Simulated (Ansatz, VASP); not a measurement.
**KTaO3 in VASP and in Ansatz**

The input INCAR:

```
SYSTEM = KTaO3
  PREC = Accurate
  ENCUT = 520
  EDIFF = 1E-8
  ISMEAR = -1
  SIGMA = 0.01
  LREAL = .FALSE.
  LASPH = .TRUE.
  NELM = 80
  ALGO = Normal
  ISIF = 2
  LWAVE = .FALSE.
  LCHARG = .FALSE.
  LEFG = .TRUE.
  NBANDS = 27
```

Contents of KPOINTS:

```
regular mesh
0
G
  5 5 5
  0 0 0
```

The input POSCAR:

```
KTaO3
1.0
    3.9343974464      0.0000000000      0.0000000000
    0.0000000000      3.9343974464      0.0000000000
    0.0000000000      0.0000000000      3.9343974464
K Ta O
1 1 3
Direct
    0.5000000000      0.5000000000      0.5000000000
    0.0000000000      0.0000000000      0.0000000000
    0.5000000000      0.0000000000      0.0000000000
    0.0000000000      0.5000000000      0.0000000000
    0.0000000000      0.0000000000      0.5000000000
```

Input for Ansatz:

```yaml
crystal:
  lattice:
    - [3.9343974464, 0.0, 0.0]
    - [0.0, 3.9343974464, 0.0]
    - [0.0, 0.0, 3.9343974464]
  atoms:
    - { symbol: K, position: [0.5, 0.5, 0.5] }
    - { symbol: Ta, position: [0.0, 0.0, 0.0] }
    - { symbol: O, position: [0.5, 0.0, 0.0] }
    - { symbol: O, position: [0.0, 0.5, 0.0] }
    - { symbol: O, position: [0.0, 0.0, 0.5] }
kpoints:
  mp_grid: { grid: [5, 5, 5] }
scf:
  occupations: { method: fermi_dirac, width: 0.01 }
hamiltonian:
  xc: lda
  pseudopotentials: { kind: all_electron, datasets: crystal }
output:
  forces: true
  stress: true
  eigenvalues: true
  efg: { contact_densities: true }
```

Change from the starting cell: volume scaled by 0.96, crystal datasets.

Alike in both runs: task electric field gradients; functional LDA; k mesh 5 × 5 × 5; occupations fermi-dirac, width 0.01 eV; no spin polarisation.

|  | VASP | Ansatz |
| --- | --- | --- |
| version | VASP 6.6.1 | Ansatz 0.2.0 |
| potentials or method | VASP PAW LDA potentials, release 64 (K_sv, Ta_pv, O), cutoff 520 eV | all-electron PAW with datasets made for the crystal, scalar-relativistic |

|  | VASP | Ansatz | Ansatz less VASP |
| --- | --- | --- | --- |
| gap on the k mesh at the Fermi level (eV) | 2.22 | 2.28 | +0.058 |
| pressure (GPa) | 4.4 | 3.1 | -1.39 |
| size of Vzz on the site where it differs most (V/Å²) | 8.5 | 11.0 | +2.50 |

LDA's correlation is that of Perdew and Zunger in VASP and of Perdew and Wang (1992) in Ansatz. Ansatz ran all-electron here, and VASP with PAW potentials.

Spin-orbit coupling is off throughout.
